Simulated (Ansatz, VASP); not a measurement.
**YF4: VASP beside Ansatz**

```xyz
5
Lattice="0.0000 4.4358 4.4358 4.4358 0.0000 4.4358 4.4358 4.4358 0.0000" Properties=species:S:1:pos:R:3 pbc="T T T"
Y     2.2179    2.2179    2.2179
F     5.4654    3.4062    5.4654
F     3.4062    3.4062    3.4062
F     3.4062    5.4654    5.4654
F     5.4654    5.4654    3.4062
```

Alike in both runs: task relaxation of cell and atoms; functional PBE; k mesh 8 × 8 × 8; occupations gaussian, width 0.1 eV; no spin polarisation.

|  | VASP | Ansatz |
| --- | --- | --- |
| version | VASP 6.6.1 | Ansatz 0.2.0 |
| potentials or method | VASP PAW PBE potentials, release 64 (Y_sv, F), cutoff 600 eV | scalar-relativistic, plane waves, PAW |
| valence electrons in the cell | 39 | 39 |

```tsv
	VASP	Ansatz	Ansatz less VASP
relaxed volume (Å³/atom)	35.49	38.23	+2.739
relaxed cell length with the largest relative difference (Å)	6.307	6.466	+0.1582
```
